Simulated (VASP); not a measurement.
Wanted: the native input for a VASP 6.6.1 run.

```
Task                    : density of states
Functional              : PBEsol
Potentials or basis     : VASP PAW PBE potentials, release 64 (Hf_pv, C)
Cutoff                  : 520 eV
k mesh                  : 10 × 10 × 10
Occupations             : fermi-dirac, width 0.05 eV
Spin                    : no spin polarisation
Dipole correction       : no
k mesh for the DOS      : 15 × 15 × 15
Occupations for the DOS : tetrahedron
Further INCAR settings  : ALGO = Normal; EDIFF = 1e-06; NBANDS = 14
```

The system is HfC.

```
Hf C
1.0
     0.00000    2.32500    2.32500
     2.32500    0.00000    2.32500
     2.32500    2.32500    0.00000
Hf C
1 1
Direct
  0.50000 0.50000 0.50000
  0.00000 0.00000 0.00000
```

One way to write it, as run:

POSCAR

```
HfC
1.0
    0.0000000000      2.3250000000      2.3250000000
    2.3250000000      0.0000000000      2.3250000000
    2.3250000000      2.3250000000      0.0000000000
Hf C
1 1
Direct
    0.5000000000      0.5000000000      0.5000000000
    0.0000000000      0.0000000000      0.0000000000
```

INCAR.step1

```
ALGO = Normal
EDIFF = 1E-6
ENCUT = 520
GGA = PS
ISIF = 2
ISMEAR = -1
LASPH = True
LCHARG = True
LMAXMIX = 4
LREAL = False
LWAVE = False
NBANDS = 14
NELM = 60
PREC = Accurate
SIGMA = 0.05
```

KPOINTS.step1

```
k-points
0
Gamma
  10 10 10
```

INCAR.step2

```
ALGO = Normal
EDIFF = 1E-6
ENCUT = 520
GGA = PS
ICHARG = 11
ISIF = 2
ISMEAR = -5
LASPH = True
LCHARG = False
LMAXMIX = 4
LORBIT = 10
LREAL = False
LWAVE = False
NBANDS = 14
NEDOS = 1001
NELM = 60
PREC = Accurate
SIGMA = 0.05
```

KPOINTS.step2

```
k-points
0
Gamma
  15 15 15
```

Potentials or basis: VASP PAW PBE potentials, release 64 (Hf_pv, C).

The run is started by

```sh
$ cat potpaw_PBE.64/Hf_pv/POTCAR potpaw_PBE.64/C/POTCAR > POTCAR
$ cp INCAR.step1 INCAR
$ cp KPOINTS.step1 KPOINTS
$ mpirun -np 1 vasp_std > vasp.out
$ cp INCAR.step2 INCAR
$ cp KPOINTS.step2 KPOINTS
$ mpirun -np 1 vasp_std > vasp.out
```

It gave:

```
Valence electrons inside the program's atomic spheres : Hf 8.61; C 2.37
```

Caveat: spin-orbit coupling is left out, which moves the levels of the heavy elements.

Wall time 38 s on 1 thread of Intel Xeon 8259CL (shared host), peak memory 0.17 GiB.
